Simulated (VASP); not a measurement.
# GaAs (v.bA) (F-43m) in VASP: a series of runs

Runs on GaAs (v.bA). Level: PBE. Tasks: single point.

All numbers are computed with VASP 6.6.1; they aren't measurements. Logs are shortened: lines on timing, memory, paths and dates and some standing lists are left out, and cuts for length are marked.

### Step 1. The cell of the first run

Symmetry: F-43m, No. 216, cubic system. The conventional cell has a = 5.746 Å, b = 5.746 Å, c = 5.746 Å, α = 90.00°, β = 90.00°, γ = 90.00°. Within 3.3 Å of Ga (site symmetry -43m) lie 4 As at 2.49 Å. As (site symmetry -43m) has 4 Ga at 2.49 Å within 3.3 Å.

### Step 2. Single point, PBE

The input, INCAR:

```
PREC = Accurate
ENCUT = 500
EDIFF = 1E-6
ISMEAR = 0
SIGMA = 0.01
LREAL = F
LASPH = T
NELM = 120
ALGO = Normal
ISIF = 2
LWAVE = F
LCHARG = F
GGA = PE
NBANDS = 16
GGA_COMPAT = F
```

The input, KPOINTS:

```
regular mesh
0
Gamma
  10 10 10
```

The input, POSCAR:

```
GaAs
1.0
    0.0000000000      2.8729562182      2.8729562182
    2.8729562182      0.0000000000      2.8729562182
    2.8729562182      2.8729562182      0.0000000000
Ga As
1 1
Direct
    0.0000000000      0.0000000000      0.0000000000
    0.2500000000      0.2500000000      0.2500000000
```

Potentials or basis: VASP PAW PBE potentials, release 64 (Ga_d, As).

The run is started by

```console
cat potpaw_PBE.64/Ga_d/POTCAR potpaw_PBE.64/As/POTCAR > POTCAR
mpirun -np 1 vasp_std > vasp.out
```

OUTCAR:

```text
PREC = Accurate
   ENCUT = 500
   EDIFF = 1E-6
   ISMEAR = 0
   LREAL = F
   LASPH = T
   NELM = 120
   ISIF = 2
   GGA = PE

 ion  position               nearest neighbor table
   1  0.000  0.000  0.000-   2 2.49   2 2.49   2 2.49   2 2.49
   2  0.250  0.250  0.250-   1 2.49   1 2.49   1 2.49   1 2.49

  LATTYP: Found a face centered cubic cell.
 ALAT       =     5.7459124364

  Lattice vectors:

 A1 = (   0.0000000000,   2.8729562182,   2.8729562182)
 A2 = (   2.8729562182,   0.0000000000,   2.8729562182)
 A3 = (   2.8729562182,   2.8729562182,   0.0000000000)

Analysis of symmetry for initial positions (statically):
=====================================================================
 Subroutine PRICEL returns:
 Original cell was already a primitive cell.

 Routine SETGRP: Setting up the symmetry group for a
 face centered cubic supercell.

 Subroutine GETGRP returns: Found 24 space group operations
 (whereof 24 operations were pure point group operations)
 out of a pool of 48 trial point group operations.

The static configuration has the point symmetry T_d .

Analysis of symmetry for dynamics (positions and initial velocities):
=====================================================================
 Subroutine PRICEL returns:
 Original cell was already a primitive cell.

 Routine SETGRP: Setting up the symmetry group for a
 face centered cubic supercell.

 Subroutine GETGRP returns: Found 24 space group operations
 (whereof 24 operations were pure point group operations)
 out of a pool of 48 trial point group operations.

The dynamic configuration has the point symmetry T_d .

 Subroutine INISYM returns: Found 24 space group operations
 (whereof 24 operations are pure point group operations),
 and found     1 'primitive' translations

----------------------------------------------------------------------------------------

                                     Primitive cell

  volume of cell :      47.4261

  direct lattice vectors                    reciprocal lattice vectors
     0.000000000  2.872956218  2.872956218    -0.174036763  0.174036763  0.174036763
     2.872956218  0.000000000  2.872956218     0.174036763 -0.174036763  0.174036763
     2.872956218  2.872956218  0.000000000     0.174036763  0.174036763 -0.174036763

  length of vectors
     4.062973648  4.062973648  4.062973648     0.301440516  0.301440516  0.301440516

  position of ions in fractional coordinates (direct lattice)
     0.000000000  0.000000000  0.000000000
     0.250000000  0.250000000  0.250000000

  ion indices of the primitive-cell ions
   primitive index   ion index
                 1           1
                 2           2

----------------------------------------------------------------------------------------

 KPOINTS: regular mesh

Automatic generation of k-mesh.
 Grid dimensions read from file:
 generate k-points for:   10   10   10

 Generating k-lattice:

  Cartesian coordinates                     Fractional coordinates (reciprocal lattice)
    -0.017403676  0.017403676  0.017403676     0.100000000  0.000000000  0.000000000
     0.017403676 -0.017403676  0.017403676     0.000000000  0.100000000  0.000000000
     0.017403676  0.017403676 -0.017403676     0.000000000  0.000000000  0.100000000

  Length of vectors
     0.030144052  0.030144052  0.030144052

  Shift w.r.t. Gamma in fractional coordinates (k-lattice)
     0.000000000  0.000000000  0.000000000

 Subroutine IBZKPT returns following result:
 ===========================================

 Found     47 irreducible k-points:

 Following reciprocal coordinates:
            Coordinates               Weight
  0.000000  0.000000  0.000000      1.000000
  0.100000  0.000000  0.000000      8.000000
  0.200000  0.000000  0.000000      8.000000
  0.300000  0.000000  0.000000      8.000000
  0.400000  0.000000  0.000000      8.000000
  0.500000  0.000000  0.000000      4.000000
[... 16 lines left out ...]
  0.300000  0.300000  0.000000      6.000000
  0.400000  0.300000  0.000000     24.000000
 [... further k-points ...]
   k-points           NKPTS =     47   k-points in BZ     NKDIM =     47   number of bands    NBANDS=     16
   number of dos      NEDOS =    301   number of ions     NIONS =      2
   total plane-waves  NPLWV =  27000
   dimension x,y,z NGX =    30 NGY =   30 NGZ =   30
   dimension x,y,z NGXF=    60 NGYF=   60 NGZF=   60
   ions per type =               1   1
   NGX,Y,Z   is equivalent  to a cutoff of  12.28, 12.28, 12.28 a.u.
   NGXF,Y,Z  is equivalent  to a cutoff of  24.55, 24.55, 24.55 a.u.
 SYSTEM =  unknown system
   PREC   = accura    normal or accurate (medium, high low for compatibility)
   ISTART =      0    job   : 0-new  1-cont  2-samecut
   ICHARG =      2    charge: 1-file 2-atom 10-const
   ISPIN  =      1    spin polarized calculation?
   LNONCOLLINEAR =      F non collinear calculations
   LSORBIT =      F    spin-orbit coupling
   LASPH  =      T    aspherical Exc in radial PAW
   ENCUT  =  500.0 eV  36.75 Ry    6.06 a.u.   7.41  7.41  7.41*2*pi/ulx,y,z
   NELM   =    120;   NELMIN=  2; NELMDL= -5     # of ELM steps
   EDIFF  = 0.1E-05   stopping-criterion for ELM
   LREAL  =      F    real-space projection
   EDIFFG = 0.1E-04   stopping-criterion for IOM
   NSW    =      0    number of steps for IOM
   IBRION =     -1    ionic relax: 0-MD 1-quasi-New 2-CG
   NFREE  =      0    steps in history (QN), initial steepest desc. (CG)
   ISIF   =      2    stress and relaxation
   ISYM   =      2    0-nonsym 1-usesym 2-fastsym
   POTIM  = 0.5000    time-step for ionic-motion
   TEBEG  =    0.0;   TEEND  =   0.0 temperature during run
   PSTRESS=    0.0 pullay stress
   NELECT =      18.0000    total number of electrons
   NUPDOWN=      -1.0000    fix difference up-down
   EMIN   =  10.00;   EMAX   =-10.00  energy-range for DOS
   EFERMI =   0.00;   METHOD = LEGACY
   ISMEAR =     0;   SIGMA  =   0.01  broadening in eV -4-tet -1-fermi 0-gaus
   EFERMI_NEDOS =   21; number of points for ismear=-14 and -15
   IALGO  =     38    algorithm
   IMIX   =      4    mixing-type and parameters
     AMIX     =   0.40;   BMIX     =  1.00
     AMIX_MAG =   1.60;   BMIX_MAG =  1.00
  volume/ion in A,a.u.               =      23.71       160.02
  Fermi-wavevector in a.u.,A,eV,Ry     =   1.185296  2.239884 19.115173  1.404926
  Thomas-Fermi vector in A             =   2.321492
   LORBIT       =      0    0 simple, 1 ext, 2 COOP (PROOUT), +10 PAW based schemes
   GGA     = PE    functional components
   LHFCALC =     F    Hartree Fock is set to
   AEXX    =    0.0000 exact exchange contribution
   IVDW    =     0    specifies the selected vdW correction
   LEPSILON=     F    determine dielectric tensor
   LRPA    =     F    only Hartree local field effects (RPA)
 non-spin polarized calculation
 Gauss-broadening in eV      SIGMA  =   0.01
  energy-cutoff  :      500.00
  volume of cell :       47.43
 maximum number of plane-waves:      1243
 NGX is ok and might be reduce to    30
   NGX = 15   NGY = 15   NGZ = 15

 number of electron      17.9999987 magnetization

 Free energy of the ion-electron system (eV)
  ---------------------------------------------------
  ext. energy  EPLUGINS =         0.00000000
  ---------------------------------------------------
  free energy    TOTEN  =        -8.27514649 eV

  energy without entropy =       -8.27514649  energy(sigma->0) =       -8.27514649

 E-fermi :   3.5568     XC(G=0):  -9.3716

 val. band max:        3.4870774029   @ k =   0.0000   0.0000   0.0000
 cond. band min:       3.6481496569   @ k =   0.0000   0.0000   0.0000
 fundamental gap:      0.1610722540
 Fermi energy:         3.5568216572

 k-point     1 :       0.0000    0.0000    0.0000
  band No.  band energies     occupation
      1     -11.2392      2.00000
      2     -11.2392      2.00000
      3     -11.2392      2.00000
      4     -11.1713      2.00000
      5     -11.1713      2.00000
      6      -8.9007      2.00000
[... 8 lines left out ...]
     15      13.4900      0.00000
     16      13.4900      0.00000

 k-point     2 :       0.1000    0.0000    0.0000
  band No.  band energies     occupation
      1     -11.2462      2.00000
      2     -11.2373      2.00000
      3     -11.2373      2.00000
      4     -11.1714      2.00000
      5     -11.1714      2.00000
      6      -8.7914      2.00000
[... 8 lines left out ...]
     15      12.8591      0.00000
     16      12.8591      0.00000

 k-point     3 :       0.2000    0.0000    0.0000
  band No.  band energies     occupation
      1     -11.2635      2.00000
      2     -11.2324      2.00000
      3     -11.2324      2.00000
      4     -11.1713      2.00000
      5     -11.1713      2.00000
      6      -8.4778      2.00000
[... 8 lines left out ...]
     15      12.3848      0.00000
     16      12.4186      0.00000

 k-point     4 :       0.3000    0.0000    0.0000
  band No.  band energies     occupation
      1     -11.2833      2.00000
      2     -11.2273      2.00000
      3     -11.2273      2.00000
      4     -11.1703      2.00000
      5     -11.1703      2.00000
      6      -8.0105      2.00000
[... 8 lines left out ...]
     15      12.7278      0.00000
     16      12.7278      0.00000
[... 324 lines left out ...]
 k-point    22 :      -0.2000    0.2000    0.0000
  band No.  band energies     occupation
      1     -11.2893      2.00000
      2     -11.2244      2.00000
      3     -11.2228      2.00000
      4     -11.1737      2.00000
      5     -11.1694      2.00000
      6      -7.8486      2.00000
[... 8 lines left out ...]
     15      13.8697      0.00000
     16      14.5437      0.00000

 k-point    23 :       0.3000    0.3000    0.0000
  band No.  band energies     occupation
      1     -11.3050      2.00000
      2     -11.2126      2.00000
      3     -11.2126      2.00000
      4     -11.1840      2.00000
      5     -11.1641      2.00000
      6      -7.6966      2.00000
[... 8 lines left out ...]
     15      14.8897      0.00000
     16      15.6237      0.00000

 k-point    24 :       0.4000    0.3000    0.0000
  band No.  band energies     occupation
      1     -11.3154      2.00000
      2     -11.2087      2.00000
      3     -11.2076      2.00000
      4     -11.1856      2.00000
      5     -11.1631      2.00000
      6      -7.2941      2.00000
[... 8 lines left out ...]
     15      15.5512      0.00000
     16      15.9805      0.00000

 [... further k-points ...]
[... 5 lines left out ...]
  --------------------------------------------------------------------------------------
  -------------------------------------------------------------------------------------
  Total        0.0359524      0.0359524      0.0359524      0.0000000      0.0000000     -0.0000000
  in kB        1.2145657      1.2145657      1.2145657      0.0000000      0.0000000     -0.0000000
  external PRESSURE =       1.2145657 kB  Pullay stress =       0.0000000 kB

 VOLUME and BASIS-vectors are now :
 -----------------------------------------------------------------------------
  energy-cutoff  :      500.00
  volume of cell :       47.43
      direct lattice vectors                 reciprocal lattice vectors
     0.000000000  2.872956218  2.872956218    -0.174036763  0.174036763  0.174036763
     2.872956218  0.000000000  2.872956218     0.174036763 -0.174036763  0.174036763
     2.872956218  2.872956218  0.000000000     0.174036763  0.174036763 -0.174036763

 POSITION                                       TOTAL-FORCE (eV/Angst)
 -----------------------------------------------------------------------------------
      0.00000      0.00000      0.00000         0.000000      0.000000     -0.000000
      1.43648      1.43648      1.43648        -0.000000     -0.000000      0.000000
 -----------------------------------------------------------------------------------
    total drift:                                0.000000      0.000000      0.000000

  FREE ENERGIE OF THE ION-ELECTRON SYSTEM (eV)
  ---------------------------------------------------
  free  energy   TOTEN  =        -8.2751464851 eV

  energy  without entropy=       -8.2751464851  energy(sigma->0) =       -8.27514649
```

Run time: 50 s. Hardware: 1 thread of Intel Xeon Platinum 8488C (Sapphire Rapids), shared host; peak memory 0.19 GiB.

What came out:

```yaml
Free_energy: -8.2751 eV
Pressure: 0.1 GPa
Band_gap_on_the_k_mesh: 0.16 eV, direct
```

Levels at points of the mesh, in eV from the valence-band top:
| k point | band 5 | band 6 | band 7 | band 8 | band 9 | band 10 | band 11 | band 12 | band 13 | band 14 |
| --- | --- | --- | --- | --- | --- | --- | --- | --- | --- | --- |
| (0.00, 0.00, 0.00) | -14.66 | -12.39 | 0.00 | 0.00 | 0.00 | 0.16 | 3.72 | 3.72 | 3.72 | 7.44 |
| (0.50, 0.00, 0.00) | -14.66 | -10.77 | -6.38 | -1.07 | -1.07 | 0.87 | 4.62 | 4.62 | 7.70 | 10.04 |
| (0.50, 0.50, 0.00) | -14.65 | -10.09 | -6.60 | -2.51 | -2.51 | 1.55 | 1.67 | 9.78 | 9.78 | 10.55 |

### Step 3. Single point, PBE

The input, INCAR:

```
  ALGO = Normal
  EDIFF = 1E-6
  ENCUT = 500
  GGA = PE
  GGA_COMPAT = False
  ISIF = 2
  ISMEAR = 0
  LASPH = True
  LCHARG = True
  LELF = True
  LREAL = False
  LVHAR = True
  LWAVE = False
  NBANDS = 16
  NELM = 120
  PREC = Accurate
  SIGMA = 0.02
```

The input, KPOINTS:

```
k-points
0
Gamma
  12 12 12
```

POSCAR is that of step 2.

Potentials or basis: VASP PAW PBE potentials, release 64 (Ga_d, As).

The run is started by

```console
cat potpaw_PBE.64/Ga_d/POTCAR potpaw_PBE.64/As/POTCAR > POTCAR
mpirun -np 1 vasp_std > vasp.out
```

Run time: 69 s. Hardware: 1 thread of Intel Xeon Platinum 8488C (Sapphire Rapids), shared host; peak memory 0.2 GiB.

It converged, with:

| Item | Value |
| --- | --- |
| Free energy | -8.2762 eV |
| Pressure | 0.1 GPa |
| Band gap on the k mesh | 0.16 eV, direct |

Levels at points of the mesh, in eV from the valence-band top:
| k point | band 5 | band 6 | band 7 | band 8 | band 9 | band 10 | band 11 | band 12 | band 13 | band 14 |
| --- | --- | --- | --- | --- | --- | --- | --- | --- | --- | --- |
| (0.00, 0.00, 0.00) | -14.66 | -12.39 | 0.00 | 0.00 | 0.00 | 0.16 | 3.72 | 3.72 | 3.72 | 7.44 |
| (0.50, 0.00, 0.00) | -14.65 | -10.77 | -6.38 | -1.07 | -1.07 | 0.87 | 4.62 | 4.62 | 7.70 | 10.04 |
| (0.50, 0.50, 0.00) | -14.65 | -10.09 | -6.60 | -2.51 | -2.51 | 1.55 | 1.68 | 9.79 | 9.79 | 10.55 |
